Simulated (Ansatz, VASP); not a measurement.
# One calculation of LiF, two programs

Contents of INCAR:

```
PREC = Accurate ; ENCUT = 520
EDIFF = 1E-6 ; ISMEAR = 0
SIGMA = 0.05 ; LREAL = False
LASPH = True ; NELM = 60
ALGO = Normal ; ISIF = 2
LWAVE = False ; LCHARG = False
NBANDS = 18
```

KPOINTS

```
regular mesh
0
Gamma
  9 9 6
```

Contents of POSCAR:

```
LiF
1.0
    3.0801704379      0.0000000000      0.0000000000
   -1.5400852189      2.6675058472      0.0000000000
    0.0000000000      0.0000000000      4.5087534870
Li F
2 2
Direct
    0.3333333333      0.6666666667      0.4307693551
    0.6666666667      0.3333333333      0.9307693551
    0.3333333333      0.6666666667      0.9910195924
    0.6666666667      0.3333333333      0.4910195924
```

Input for Ansatz:

```yaml
crystal:
  lattice:
    - [3.0801704379, 0.0, 0.0]
    - [-1.5400852189, 2.6675058472, 0.0]
    - [0.0, 0.0, 4.508753487]
  atoms:
    - { symbol: Li, position: [0.3333333333, 0.6666666667, 0.4307693551] }
    - { symbol: Li, position: [0.6666666667, 0.3333333333, 0.9307693551] }
    - { symbol: F, position: [0.3333333333, 0.6666666667, 0.9910195924] }
    - { symbol: F, position: [0.6666666667, 0.3333333333, 0.4910195924] }
basis:
  ecutwfc: 520.0
kpoints:
  mp_grid: { grid: [9, 9, 6] }
hamiltonian:
  xc: lda
scf:
  occupations: { method: gaussian, width: 0.05 }
output:
  forces: true
  stress: true
  eigenvalues: true
```

Alike in both runs: task single point; functional LDA; k mesh 9 × 9 × 6; occupations gaussian, width 0.05 eV; no spin polarisation.

```csv
,VASP,Ansatz
version,VASP 6.6.1,Ansatz 0.2.0
potentials or method,"VASP PAW LDA potentials, release 64 (Li_sv, F), cutoff 520 eV","scalar-relativistic, plane waves, PAW"
valence electrons in the cell,20,20
```

VASP gave:

| Quantity | Value |
| --- | --- |
| gap on the k mesh at the Fermi level (eV) | 7.57 |
| least direct gap on the mesh (eV) | 7.57 |
| rms of the force components (eV/Å) | 0.119 |

Q: What did Ansatz give for the same quantities?

A: gap on the k mesh at the Fermi level (eV): 7.59; least direct gap on the mesh (eV): 7.59; rms of the force components (eV/Å): 0.120.

LDA's correlation is that of Perdew and Zunger in VASP and of Perdew and Wang (1992) in Ansatz. Atom by atom the forces differ by 0.001 eV/Å (rms over components).

Noted on VASP's run: the cutoff is under 1.25 times that of the potentials, so the pressure is a little rough.
